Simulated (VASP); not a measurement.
# S (P6_3/mmc) in VASP: notebook, part 2 of 2

VASP 6.6.1. The steps go on from the part before.

### Step 3. Single point, r2SCAN

This run uses another cell than the first one, of 17.06 Å³/atom.

File POSCAR:

```
S
1.0
    3.4141924616      0.0000000000      0.0000000000
   -1.7070962308      2.9567774052      0.0000000000
    0.0000000000      0.0000000000      6.7588512726
S
4
Direct
    0.0000000000      0.0000000000      0.0000000000
    0.0000000000      0.0000000000      0.5000000000
    0.3333333333      0.6666666667      0.7500000000
    0.6666666667      0.3333333333      0.2500000000
```

File INCAR.step1:

```
PREC     = Accurate       # precision mode
ENCUT    = 520            # plane-wave cutoff, eV
ISMEAR   = 0              # smearing method
SIGMA    = 0.1            # smearing width, eV
LREAL    = False          # projectors in reciprocal space
LASPH    = True           # aspherical terms in the spheres
NELM     = 60             # most SCF steps
NBANDS   = 20             # bands
GGA      = PE             # functional
ALGO     = Normal         # electronic algorithm
EDIFF    = 1E-4           # SCF threshold, eV
LWAVE    = True           # write WAVECAR
LCHARG   = False          # write CHGCAR
```

File INCAR.step2:

```
PREC     = Accurate       # precision mode
ENCUT    = 520            # plane-wave cutoff, eV
EDIFF    = 1E-6           # SCF threshold, eV
ISMEAR   = 0              # smearing method
SIGMA    = 0.1            # smearing width, eV
LREAL    = False          # projectors in reciprocal space
LASPH    = True           # aspherical terms in the spheres
NELM     = 60             # most SCF steps
ALGO     = Normal         # electronic algorithm
ISIF     = 2              # what is computed and relaxed
LWAVE    = False          # write WAVECAR
LCHARG   = True           # write CHGCAR
METAGGA  = R2SCAN         # meta-GGA
LMIXTAU  = True         
LELF     = True           # ELF
LVHAR    = True         
NBANDS   = 20             # bands
ISTART   = 1
```

File KPOINTS:

```
regular mesh
0
Gamma
  6 6 4
```

Potentials or basis: VASP PAW PBE potentials, release 64 (S).

Command:

```bash
$ cat potpaw_PBE.64/S/POTCAR > POTCAR
$ cp INCAR.step1 INCAR
$ mpirun -np 1 vasp_std > vasp.out
$ cp INCAR.step2 INCAR
$ mpirun -np 1 vasp_std > vasp.out
```

OUTCAR:

```text
PREC = Accurate
   ENCUT = 520
   EDIFF = 1E-6
   ISMEAR = 0
   LREAL = False
   LASPH = True
   NELM = 60
   ISIF = 2
   METAGGA = R2SCAN
   ISTART = 1

 ion  position               nearest neighbor table
   1  0.000  0.000  0.000-   3 2.60   4 2.60   4 2.60   3 2.60   4 2.60   3 2.60
   2  0.000  0.000  0.500-   3 2.60   4 2.60   4 2.60   3 2.60   4 2.60   3 2.60
   3  0.333  0.667  0.750-   1 2.60   2 2.60   1 2.60   2 2.60   1 2.60   2 2.60
   4  0.667  0.333  0.250-   1 2.60   2 2.60   1 2.60   2 2.60   1 2.60   2 2.60

  LATTYP: Found a hexagonal cell.
 ALAT       =     3.4141924616
 C/A-ratio  =     1.9796339394

  Lattice vectors:

 A1 = (   3.4141924616,   0.0000000000,   0.0000000000)
 A2 = (  -1.7070962308,   2.9567774052,   0.0000000000)
 A3 = (   0.0000000000,   0.0000000000,   6.7588512726)

Analysis of symmetry for initial positions (statically):
=====================================================================
 Subroutine PRICEL returns:
 Original cell was already a primitive cell.

 Routine SETGRP: Setting up the symmetry group for a
 hexagonal supercell.

 Subroutine GETGRP returns: Found 24 space group operations
 (whereof 12 operations were pure point group operations)
 out of a pool of 24 trial point group operations.

The static configuration has the point symmetry D_3d.
 The point group associated with its full space group is D_6h.

Analysis of symmetry for dynamics (positions and initial velocities):
=====================================================================
 Subroutine PRICEL returns:
 Original cell was already a primitive cell.

 Routine SETGRP: Setting up the symmetry group for a
 hexagonal supercell.

 Subroutine GETGRP returns: Found 24 space group operations
 (whereof 12 operations were pure point group operations)
[... 118 lines left out ...]
   ISMEAR =     0;   SIGMA  =   0.10  broadening in eV -4-tet -1-fermi 0-gaus
   EFERMI_NEDOS =   21; number of points for ismear=-14 and -15
   IALGO  =     38    algorithm
   IMIX   =      4    mixing-type and parameters
     AMIX     =   0.40;   BMIX     =  1.00
     AMIX_MAG =   1.60;   BMIX_MAG =  1.00
  volume/ion in A,a.u.               =      17.06       115.11
  Fermi-wavevector in a.u.,A,eV,Ry     =   1.155630  2.183824 18.170312  1.335480
  Thomas-Fermi vector in A             =   2.292257
   LORBIT       =      0    0 simple, 1 ext, 2 COOP (PROOUT), +10 PAW based schemes
   METAGGA = R2SCAN    functional components
   LHFCALC =     F    Hartree Fock is set to
   AEXX    =    0.0000 exact exchange contribution
   IVDW    =     0    specifies the selected vdW correction
   LEPSILON=     F    determine dielectric tensor
   LRPA    =     F    only Hartree local field effects (RPA)
 non-spin polarized calculation
 Gauss-broadening in eV      SIGMA  =   0.10
  energy-cutoff  :      520.00
  volume of cell :       68.23
 maximum number of plane-waves:      1853
 NGX is ok and might be reduce to    28
   NGX = 13   NGY = 13   NGZ = 25

 number of electron      23.9999996 magnetization

 Free energy of the ion-electron system (eV)
  ---------------------------------------------------
  ext. energy  EPLUGINS =         0.00000000
  ---------------------------------------------------
  free energy    TOTEN  =       -28.74467784 eV

  energy without entropy =      -28.74191449  energy(sigma->0) =      -28.74329616

 E-fermi :   6.8568     XC(G=0): -11.2445

 val. band max:        6.7649086939   @ k =   0.1667  -0.0000   0.0000
 cond. band min:       6.9430893303   @ k =   0.0000   0.0000   0.5000
 fundamental gap:      0.1781806364
 Fermi energy:         6.8568452654

 k-point     1 :       0.0000    0.0000    0.0000
  band No.  band energies     occupation
      1     -10.8869      2.00000
      2      -8.1656      2.00000
      3      -8.0206      2.00000
      4      -2.4219      2.00000
      5       1.4247      2.00000
      6       3.6695      2.00000
[... 472 lines left out ...]
     19      16.1325      0.00000
     20      16.1325      0.00000

------------------------ aborting loop because EDIFF is reached ----------------------------------------

  FORCE on cell =-STRESS in cart. coord.  units (eV):
  Direction    XX          YY          ZZ          XY          YZ          ZX
  --------------------------------------------------------------------------------------
  -------------------------------------------------------------------------------------
  Total       -0.1142889     -0.1142889     -0.1182062      0.0000000     -0.0000000      0.0000000
  in kB       -2.6837061     -2.6837061     -2.7756934      0.0000000     -0.0000000      0.0000000
  external PRESSURE =      -2.7143685 kB  Pullay stress =       0.0000000 kB

 VOLUME and BASIS-vectors are now :
 -----------------------------------------------------------------------------
  energy-cutoff  :      520.00
  volume of cell :       68.23
      direct lattice vectors                 reciprocal lattice vectors
     3.414192462  0.000000000  0.000000000     0.292895029  0.169103024  0.000000000
    -1.707096231  2.956777405  0.000000000     0.000000000  0.338206048  0.000000000
     0.000000000  0.000000000  6.758851273     0.000000000  0.000000000  0.147954136

 POSITION                                       TOTAL-FORCE (eV/Angst)
 -----------------------------------------------------------------------------------
      0.00000      0.00000      0.00000        -0.000000      0.000000      0.000000
      0.00000      0.00000      3.37943        -0.000000      0.000000      0.000000
     -0.00000      1.97118      5.06914         0.000000      0.000000     -0.000000
      1.70710      0.98559      1.68971        -0.000000      0.000000      0.000000
 -----------------------------------------------------------------------------------
    total drift:                               -0.000000     -0.000000      0.000000

  FREE ENERGIE OF THE ION-ELECTRON SYSTEM (eV)
  ---------------------------------------------------
  free  energy   TOTEN  =       -28.7446778355 eV

  energy  without entropy=      -28.7419144861  energy(sigma->0) =      -28.74329616
```

OSZICAR.step1:

```text
N       E                     dE             d eps       ncg     rms          rms(c)
DAV:   1     0.103876244737E+03    0.10388E+03   -0.10809E+04   840   0.105E+03
DAV:   2    -0.737006623304E+01   -0.11125E+03   -0.10814E+03  1160   0.184E+02
DAV:   3    -0.133869748547E+02   -0.60169E+01   -0.59203E+01  1068   0.430E+01
DAV:   4    -0.134546725221E+02   -0.67698E-01   -0.67633E-01  1032   0.557E+00
DAV:   5    -0.134556948146E+02   -0.10223E-02   -0.10222E-02  1068   0.661E-01    0.186E+01
DAV:   6    -0.134581127468E+02   -0.24179E-02   -0.17541E-02   996   0.820E-01    0.113E+01
DAV:   7    -0.134650677139E+02   -0.69550E-02   -0.13732E-02   976   0.791E-01    0.340E-01
DAV:   8    -0.134650430184E+02    0.24696E-04   -0.46608E-04   992   0.144E-01
   1 F= -.13465043E+02 E0= -.13463889E+02  d E =-.230767E-02
```

It took 1.9 min on 1 thread of Oxide Virtual Turin-like, shared host; peak memory 0.16 GiB.

What came out:

| Property | Result |
| --- | --- |
| Free energy | -28.7447 eV |
| Pressure | -0.3 GPa |
| Band gap on the k mesh | zero (bands 12 and 13 overlap by 2.76 eV) |

Caveat: the PAW data sets were made with another functional, which shifts forces and pressure a little.

### Step 4. Single point, r2SCAN

This run uses another cell than the first one, of 29.64 Å³/atom.

File POSCAR:

```
S
1.0
    3.4882364643      0.0000000000      0.0000000000
   -1.7441182321      3.0209013925      0.0000000000
    0.0000000000      0.0000000000     11.2502510806
S
4
Direct
    0.0000000000      0.0000000000      0.0000000000
    0.0000000000      0.0000000000      0.5000000000
    0.3333333333      0.6666666667      0.7500000000
    0.6666666667      0.3333333333      0.2500000000
```

File INCAR.step1:

```
ALGO = Normal ; EDIFF = 1E-4
ENCUT = 520 ; GGA = PE
ISMEAR = 0 ; LASPH = True
LCHARG = False ; LREAL = False
LWAVE = True ; NBANDS = 20
NELM = 80 ; PREC = Accurate
SIGMA = 0.1
```

File INCAR.step2:

```
ALGO = Normal ; EDIFF = 1E-6
ENCUT = 520 ; ISIF = 2
ISMEAR = 0 ; ISTART = 1
LASPH = True ; LCHARG = False
LMIXTAU = True ; LREAL = False
LWAVE = False ; METAGGA = R2SCAN
NBANDS = 20 ; NELM = 80
PREC = Accurate ; SIGMA = 0.1
```

File KPOINTS:

```
k-points
0
Gamma
  6 6 2
```

Command:

```bash
$ cat potpaw_PBE.64/S/POTCAR > POTCAR
$ cp INCAR.step1 INCAR
$ mpirun -np 1 vasp_std > vasp.out
$ cp INCAR.step2 INCAR
$ mpirun -np 1 vasp_std > vasp.out
```

Run time: 3.6 min. Hardware: 1 thread of Oxide Virtual Turin-like, shared host; peak memory 0.22 GiB.

The run converged. Its results:

| Property | Result |
| --- | --- |
| Free energy | -22.4428 eV |
| Pressure | -12.3 GPa |
| Band gap on the k mesh | zero (bands 12 and 13 overlap by 1.53 eV) |

Stress tensor (GPa, compression positive):
```
-11.32   0.00   0.00
  0.00 -11.32   0.00
  0.00   0.00 -14.13
```

Levels at points of the mesh, in eV from the Fermi level:
```csv
k point,band 10,band 11,band 12,band 13,band 14,band 15
"(0.00, 0.00, 0.00)",0.81,0.81,0.82,0.82,1.09,1.09
"(0.50, 0.00, 0.00)",-0.80,-0.44,0.04,0.04,0.05,0.46
"(0.00, 0.00, 0.50)",0.64,0.64,0.64,1.00,1.00,1.00
"(0.50, 0.00, 0.50)",-0.68,-0.31,-0.31,0.06,0.06,0.44
```

Caveat: the cell stands under tension; the PAW data sets were made with another functional, which shifts forces and pressure a little.

### Step 5. Summary

| cell | k mesh | gap on the mesh (eV) | pressure (GPa) |
| --- | --- | --- | --- |
| a = 3.429, b = 3.429, c = 6.739 Å, angles 90.0, 90.0, 120.0°, 4 atoms | 6 × 6 × 2 | none | -0.2 |
| a = 3.414, b = 3.414, c = 6.759 Å, angles 90.0, 90.0, 120.0°, 4 atoms | 6 × 6 × 4 | none | -0.3 |
| a = 3.488, b = 3.488, c = 11.250 Å, angles 90.0, 90.0, 120.0°, 4 atoms | 6 × 6 × 2 | none | -12.3 |

Alike in all rows: task single point; level r2SCAN; potentials or basis VASP PAW PBE potentials, release 64 (S); no spin polarisation; cutoff (eV) 520; smearing gaussian 0.1 eV.

Caveats: some runs use coarse meshes; the PAW data sets were made with another functional, which shifts forces and pressure a little; the cell stands under tension (at least some runs).

Absolute energies hang on the potentials; compare differences alone.

The gap in the log of VASP goes by the Fermi energy; the results here count the filled bands.